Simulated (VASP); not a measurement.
# C (Fd-3m) in VASP: notebook

Runs on C. Level: PBEsol+D3(BJ). Tasks: single point.

Everything below comes from runs of VASP 6.6.1. Logs are shortened: lines on timing, memory, paths and dates and some standing lists are left out, and cuts for length are marked.

### Step 1. The cell of the first run

It takes space group Fd-3m (No. 227, cubic). The conventional cell has a = 3.567 Å, b = 3.567 Å, c = 3.567 Å, α = 90.00°, β = 90.00°, γ = 90.00°. C (site symmetry -43m) has 4 C at 1.54 Å within 2.1 Å.

### Step 2. Single point, PBEsol+D3(BJ)

The input, INCAR:

```
SYSTEM = C
PREC     = Accurate       ! precision mode
ENCUT    = 600            ! plane-wave cutoff, eV
EDIFF    = 1E-6           ! SCF threshold, eV
ISMEAR   = 0              ! smearing method
SIGMA    = 0.01           ! smearing width, eV
LREAL    = .FALSE.        ! projectors in reciprocal space
LASPH    = .TRUE.         ! aspherical terms in the spheres
NELM     = 120            ! most SCF steps
ALGO     = Normal         ! electronic algorithm
ISIF     = 2              ! what is computed and relaxed
LWAVE    = .FALSE.        ! write WAVECAR
LCHARG   = .TRUE.         ! write CHGCAR
GGA      = PS             ! functional
IVDW     = 12             ! dispersion correction
LELF     = .TRUE.         ! ELF
LVHAR    = .TRUE.       
NBANDS   = 11             ! bands
GGA_COMPAT= .FALSE.
```

The input, KPOINTS:

```
Automatic mesh
0
G
  10 10 10
  0 0 0
```

The input, POSCAR:

```
C
1.0
    0.0000000000      1.7833700000      1.7833700000
    1.7833700000      0.0000000000      1.7833700000
    1.7833700000      1.7833700000      0.0000000000
C
2
Direct
    0.5000000000      0.5000000000      0.5000000000
    0.7500000000      0.7500000000      0.7500000000
```

Potentials or basis: VASP PAW PBE potentials, release 64 (C).

Run with:

```
$ cat potpaw_PBE.64/C/POTCAR > POTCAR
$ mpirun -np 1 vasp_std > vasp.out
```

OUTCAR:

```text
SYSTEM = C
   PREC = Accurate
   ENCUT = 600
   EDIFF = 1E-6
   ISMEAR = 0
   LREAL = .FALSE.
   LASPH = .TRUE.
   NELM = 120
   ISIF = 2
   GGA = PS
   IVDW = 12
 IVDW          = 12

 ion  position               nearest neighbor table
   1  0.500  0.500  0.500-   2 1.54   2 1.54   2 1.54   2 1.54
   2  0.750  0.750  0.750-   1 1.54   1 1.54   1 1.54   1 1.54

  LATTYP: Found a face centered cubic cell.
 ALAT       =     3.5667400000

  Lattice vectors:

 A1 = (   0.0000000000,   1.7833700000,   1.7833700000)
 A2 = (   1.7833700000,   0.0000000000,   1.7833700000)
 A3 = (   1.7833700000,   1.7833700000,   0.0000000000)

Analysis of symmetry for initial positions (statically):
=====================================================================
 Subroutine PRICEL returns:
 Original cell was already a primitive cell.

 Routine SETGRP: Setting up the symmetry group for a
 face centered cubic supercell.

 Subroutine GETGRP returns: Found 48 space group operations
 (whereof 24 operations were pure point group operations)
 out of a pool of 48 trial point group operations.

The static configuration has the point symmetry T_d .
 The point group associated with its full space group is O_h .

Analysis of symmetry for dynamics (positions and initial velocities):
=====================================================================
 Subroutine PRICEL returns:
 Original cell was already a primitive cell.

 Routine SETGRP: Setting up the symmetry group for a
 face centered cubic supercell.

 Subroutine GETGRP returns: Found 48 space group operations
 (whereof 24 operations were pure point group operations)
 out of a pool of 48 trial point group operations.

The dynamic configuration has the point symmetry T_d .
 The point group associated with its full space group is O_h .

 Subroutine INISYM returns: Found 48 space group operations
 (whereof 24 operations are pure point group operations),
 and found     1 'primitive' translations

----------------------------------------------------------------------------------------

                                     Primitive cell

  volume of cell :      11.3437

  direct lattice vectors                    reciprocal lattice vectors
     0.000000000  1.783370000  1.783370000    -0.280368067  0.280368067  0.280368067
     1.783370000  0.000000000  1.783370000     0.280368067 -0.280368067  0.280368067
[... 92 lines left out ...]
   ISYM   =      2    0-nonsym 1-usesym 2-fastsym
   POTIM  = 0.5000    time-step for ionic-motion
   TEBEG  =    0.0;   TEEND  =   0.0 temperature during run
   PSTRESS=    0.0 pullay stress
   NELECT =       8.0000    total number of electrons
   NUPDOWN=      -1.0000    fix difference up-down
   EMIN   =  10.00;   EMAX   =-10.00  energy-range for DOS
   EFERMI =   0.00;   METHOD = LEGACY
   ISMEAR =     0;   SIGMA  =   0.01  broadening in eV -4-tet -1-fermi 0-gaus
   EFERMI_NEDOS =   21; number of points for ismear=-14 and -15
   IALGO  =     38    algorithm
   IMIX   =      4    mixing-type and parameters
     AMIX     =   0.40;   BMIX     =  1.00
     AMIX_MAG =   1.60;   BMIX_MAG =  1.00
  volume/ion in A,a.u.               =       5.67        38.28
  Fermi-wavevector in a.u.,A,eV,Ry     =   1.457203  2.753714 28.891161  2.123440
  Thomas-Fermi vector in A             =   2.574032
   LORBIT       =      0    0 simple, 1 ext, 2 COOP (PROOUT), +10 PAW based schemes
   GGA     = PS    functional components
   LHFCALC =     F    Hartree Fock is set to
   AEXX    =    0.0000 exact exchange contribution
   IVDW    =    12    specifies the selected vdW correction
   LEPSILON=     F    determine dielectric tensor
   LRPA    =     F    only Hartree local field effects (RPA)
 non-spin polarized calculation
 Gauss-broadening in eV      SIGMA  =   0.01
  energy-cutoff  :      600.00
  volume of cell :       11.34
 maximum number of plane-waves:       388
   NGX =  9   NGY =  9   NGZ =  9

 number of electron       7.9999999 magnetization

 Free energy of the ion-electron system (eV)
  ---------------------------------------------------
  ext. energy  EPLUGINS =         0.00000000
  ---------------------------------------------------
  free energy    TOTEN  =       -19.25313126 eV

  energy without entropy =      -19.25313126  energy(sigma->0) =      -19.25313126

 E-fermi :   9.8127     XC(G=0): -13.4328

 val. band max:        9.7081425849   @ k =   0.0000   0.0000   0.0000
 cond. band min:      13.7440485466   @ k =   0.4000   0.4000   0.0000
 fundamental gap:      4.0359059617
 Fermi energy:         9.8126943589

 k-point     1 :       0.0000    0.0000    0.0000
  band No.  band energies     occupation
      1     -11.8131      2.00000
      2       9.7081      2.00000
      3       9.7081      2.00000
      4       9.7081      2.00000
      5      15.2476      0.00000
      6      15.2476      0.00000
      7      15.2476      0.00000
      8      23.0763      0.00000
      9      28.6663      0.00000
     10      36.1767      0.00000
     11      36.1767      0.00000
[... 309 lines left out ...]
 k-point    24 :       0.4000    0.3000    0.0000
  band No.  band energies     occupation
      1      -7.2085      2.00000
      2       1.6603      2.00000
      3       3.6798      2.00000
      4       4.3158      2.00000
      5      14.3824      0.00000
      6      17.5555      0.00000
      7      23.7569      0.00000
      8      23.8167      0.00000
      9      31.3447      0.00000
     10      32.3749      0.00000
     11      40.3277      0.00000

 [... further k-points ...]

------------------------ aborting loop because EDIFF is reached ----------------------------------------

 Edisp (eV)   -0.25920

 E8    (eV) :    -0.1255

  FORCE on cell =-STRESS in cart. coord.  units (eV):
  Direction    XX          YY          ZZ          XY          YZ          ZX
  --------------------------------------------------------------------------------------
  -------------------------------------------------------------------------------------
  Total      -0.57484    -0.57484    -0.57484    -0.00000    -0.00000    -0.00000
  in kB     -81.19008   -81.19008   -81.19008    -0.00000    -0.00000    -0.00000
  external pressure =      -81.19 kB  Pullay stress =        0.00 kB

 VOLUME and BASIS-vectors are now :
 -----------------------------------------------------------------------------
  energy-cutoff  :      600.00
  volume of cell :       11.34
      direct lattice vectors                 reciprocal lattice vectors
     0.000000000  1.783370000  1.783370000    -0.280368067  0.280368067  0.280368067
     1.783370000  0.000000000  1.783370000     0.280368067 -0.280368067  0.280368067
     1.783370000  1.783370000  0.000000000     0.280368067  0.280368067 -0.280368067

 POSITION                                       TOTAL-FORCE (eV/Angst)
 -----------------------------------------------------------------------------------
      1.78337      1.78337      1.78337         0.000000     -0.000000     -0.000000
      2.67505      2.67505      2.67505        -0.000000      0.000000      0.000000
 -----------------------------------------------------------------------------------
    total drift:                                0.000000     -0.000000      0.000000

  FREE ENERGIE OF THE ION-ELECTRON SYSTEM (eV)
  ---------------------------------------------------
  free  energy   TOTEN  =       -19.5123339614 eV

  energy  without entropy=      -19.5123339614  energy(sigma->0) =      -19.51233396
```

stdout:

```text
POSCAR found type information on POSCAR C
 POSCAR found :  1 types and       2 ions
 scaLAPACK will be used
 -----------------------------------------------------------------------------
|                                                                             |
|                                                                             |
|     You enforced a specific xc type in the INCAR file but a different       |
|     I HOPE YOU KNOW WHAT YOU ARE DOING!                                     |
|                                                                             |
 -----------------------------------------------------------------------------

 LDA part: xc-table for (Slater+PW92), standard interpolation
 POSCAR, INCAR and KPOINTS ok, starting setup
 FFT: planning ... GRIDC
 FFT: planning ... GRID_SOFT
 FFT: planning ... GRID
 WAVECAR not read
 entering main loop
```

Wall time 4.8 s (1 thread of AMD EPYC 7R13 (Zen 3), shared host); peak memory 0.1 GiB.

Results:

```
Free energy                : -19.5123 eV
Pressure                   : -8.1 GPa
Band gap on the k mesh     : 4.04 eV (least direct gap 5.54 eV)
Dispersion energy per atom : -0.130 eV
```

Caveat: three body term missing; the cell stands under tension; the PAW data sets were made with another functional, which shifts forces and pressure a little. A k mesh can miss the band edges.

### Step 3. Single point, PBEsol+D3(BJ)

The input, INCAR:

```
ALGO = Normal
EDIFF = 1E-6
ENCUT = 600
GGA = PS
GGA_COMPAT = False
ISIF = 2
ISMEAR = 0
IVDW = 12
LASPH = True
LCHARG = False
LREAL = False
LWAVE = False
NBANDS = 11
NELM = 120
PREC = Accurate
SIGMA = 0.01
```

The input, KPOINTS:

```
k-points
0
Gamma
  10 10 10
```

POSCAR is that of step 2.

Potentials or basis: VASP PAW PBE potentials, release 64 (C).

Run with:

```
$ cat potpaw_PBE.64/C/POTCAR > POTCAR
$ mpirun -np 1 vasp_std > vasp.out
```

OUTCAR:

```text
EDIFF = 1E-6
   ENCUT = 600
   GGA = PS
   ISIF = 2
   ISMEAR = 0
   IVDW = 12
   LASPH = True
   LREAL = False
   NELM = 120
   PREC = Accurate
 IVDW          = 12

 ion  position               nearest neighbor table
   1  0.500  0.500  0.500-   2 1.54   2 1.54   2 1.54   2 1.54
   2  0.750  0.750  0.750-   1 1.54   1 1.54   1 1.54   1 1.54

  LATTYP: Found a face centered cubic cell.
 ALAT       =     3.5667400000

  Lattice vectors:

 A1 = (   0.0000000000,   1.7833700000,   1.7833700000)
 A2 = (   1.7833700000,   0.0000000000,   1.7833700000)
 A3 = (   1.7833700000,   1.7833700000,   0.0000000000)

Analysis of symmetry for initial positions (statically):
=====================================================================
 Subroutine PRICEL returns:
 Original cell was already a primitive cell.

 Routine SETGRP: Setting up the symmetry group for a
 face centered cubic supercell.

 Subroutine GETGRP returns: Found 48 space group operations
 (whereof 24 operations were pure point group operations)
 out of a pool of 48 trial point group operations.

The static configuration has the point symmetry T_d .
 The point group associated with its full space group is O_h .

Analysis of symmetry for dynamics (positions and initial velocities):
=====================================================================
 Subroutine PRICEL returns:
 Original cell was already a primitive cell.

 Routine SETGRP: Setting up the symmetry group for a
 face centered cubic supercell.

 Subroutine GETGRP returns: Found 48 space group operations
 (whereof 24 operations were pure point group operations)
 out of a pool of 48 trial point group operations.

The dynamic configuration has the point symmetry T_d .
 The point group associated with its full space group is O_h .

 Subroutine INISYM returns: Found 48 space group operations
 (whereof 24 operations are pure point group operations),
 and found     1 'primitive' translations

----------------------------------------------------------------------------------------

[... 121 lines left out ...]
   LEPSILON=     F    determine dielectric tensor
   LRPA    =     F    only Hartree local field effects (RPA)
 non-spin polarized calculation
 Gauss-broadening in eV      SIGMA  =   0.01
  energy-cutoff  :      600.00
  volume of cell :       11.34
 maximum number of plane-waves:       388
   NGX =  9   NGY =  9   NGZ =  9

 number of electron       7.9999999 magnetization

 Free energy of the ion-electron system (eV)
  ---------------------------------------------------
  ext. energy  EPLUGINS =         0.00000000
  ---------------------------------------------------
  free energy    TOTEN  =       -19.25313126 eV

  energy without entropy =      -19.25313126  energy(sigma->0) =      -19.25313126

 E-fermi :   9.8127     XC(G=0): -13.4328

 val. band max:        9.7081425849   @ k =   0.0000   0.0000   0.0000
 cond. band min:      13.7440485466   @ k =   0.4000   0.4000   0.0000
 fundamental gap:      4.0359059617
 Fermi energy:         9.8126943589

 k-point     1 :       0.0000    0.0000    0.0000
  band No.  band energies     occupation
      1     -11.8131      2.00000
      2       9.7081      2.00000
      3       9.7081      2.00000
      4       9.7081      2.00000
      5      15.2476      0.00000
      6      15.2476      0.00000
      7      15.2476      0.00000
      8      23.0763      0.00000
      9      28.6663      0.00000
     10      36.1767      0.00000
     11      36.1767      0.00000
[... 309 lines left out ...]
 k-point    24 :       0.4000    0.3000    0.0000
  band No.  band energies     occupation
      1      -7.2085      2.00000
      2       1.6603      2.00000
      3       3.6798      2.00000
      4       4.3158      2.00000
      5      14.3824      0.00000
      6      17.5555      0.00000
      7      23.7569      0.00000
      8      23.8167      0.00000
      9      31.3447      0.00000
     10      32.3749      0.00000
     11      40.3277      0.00000

 [... further k-points ...]

------------------------ aborting loop because EDIFF is reached ----------------------------------------

 Edisp (eV)   -0.25920

 E8    (eV) :    -0.1255

  FORCE on cell =-STRESS in cart. coord.  units (eV):
  Direction    XX          YY          ZZ          XY          YZ          ZX
  --------------------------------------------------------------------------------------
  -------------------------------------------------------------------------------------
  Total      -0.57484    -0.57484    -0.57484    -0.00000    -0.00000    -0.00000
  in kB     -81.19008   -81.19008   -81.19008    -0.00000    -0.00000    -0.00000
  external pressure =      -81.19 kB  Pullay stress =        0.00 kB

 VOLUME and BASIS-vectors are now :
 -----------------------------------------------------------------------------
  energy-cutoff  :      600.00
  volume of cell :       11.34
      direct lattice vectors                 reciprocal lattice vectors
     0.000000000  1.783370000  1.783370000    -0.280368067  0.280368067  0.280368067
     1.783370000  0.000000000  1.783370000     0.280368067 -0.280368067  0.280368067
     1.783370000  1.783370000  0.000000000     0.280368067  0.280368067 -0.280368067

 POSITION                                       TOTAL-FORCE (eV/Angst)
 -----------------------------------------------------------------------------------
      1.78337      1.78337      1.78337         0.000000     -0.000000     -0.000000
      2.67505      2.67505      2.67505        -0.000000      0.000000      0.000000
 -----------------------------------------------------------------------------------
    total drift:                                0.000000     -0.000000      0.000000

  FREE ENERGIE OF THE ION-ELECTRON SYSTEM (eV)
  ---------------------------------------------------
  free  energy   TOTEN  =       -19.5123339614 eV

  energy  without entropy=      -19.5123339614  energy(sigma->0) =      -19.51233396
```

OSZICAR:

```text
N       E                     dE             d eps       ncg     rms          rms(c)
DAV:   1     0.121154692710E+01    0.12115E+01   -0.51528E+03  1082   0.788E+02
DAV:   2    -0.195205752915E+02   -0.20732E+02   -0.20195E+02  1373   0.138E+02
DAV:   3    -0.199143347675E+02   -0.39376E+00   -0.39288E+00  1239   0.142E+01
DAV:   4    -0.199149432431E+02   -0.60848E-03   -0.60847E-03  1096   0.684E-01
DAV:   5    -0.199149439818E+02   -0.73878E-06   -0.73873E-06  1199   0.225E-02    0.556E+00
DAV:   6    -0.194238459713E+02    0.49110E+00   -0.25171E-01  1067   0.347E+00    0.327E+00
DAV:   7    -0.192525558117E+02    0.17129E+00   -0.30283E-01  1121   0.385E+00    0.680E-01
DAV:   8    -0.192531051697E+02   -0.54936E-03   -0.74315E-03  1082   0.680E-01    0.293E-02
DAV:   9    -0.192531230712E+02   -0.17901E-04   -0.15297E-05  1261   0.358E-02    0.213E-02
DAV:  10    -0.192531314060E+02   -0.83349E-05   -0.35944E-06  1115   0.166E-02    0.438E-03
DAV:  11    -0.192531312550E+02    0.15104E-06   -0.91018E-08   643   0.264E-03
   1 F= -.19512334E+02 E0= -.19512334E+02  d E =-.568819E-52
```

stdout:

```text
POSCAR found type information on POSCAR C
 POSCAR found :  1 types and       2 ions
 scaLAPACK will be used
 -----------------------------------------------------------------------------
|                                                                             |
|                                                                             |
|     You enforced a specific xc type in the INCAR file but a different       |
|     I HOPE YOU KNOW WHAT YOU ARE DOING!                                     |
|                                                                             |
 -----------------------------------------------------------------------------

 LDA part: xc-table for (Slater+PW92), standard interpolation
 POSCAR, INCAR and KPOINTS ok, starting setup
 FFT: planning ... GRIDC
 FFT: planning ... GRID_SOFT
 FFT: planning ... GRID
 WAVECAR not read
 entering main loop
```

It took 4.5 s on 1 thread of AMD EPYC 7R13 (Zen 3), shared host; peak memory 0.1 GiB.

What came out:

```
Free energy                : -19.5123 eV
Pressure                   : -8.1 GPa
Band gap on the k mesh     : 4.04 eV (least direct gap 5.54 eV)
Dispersion energy per atom : -0.130 eV
```

Caveat: three body term missing; the cell stands under tension; the PAW data sets were made with another functional, which shifts forces and pressure a little.
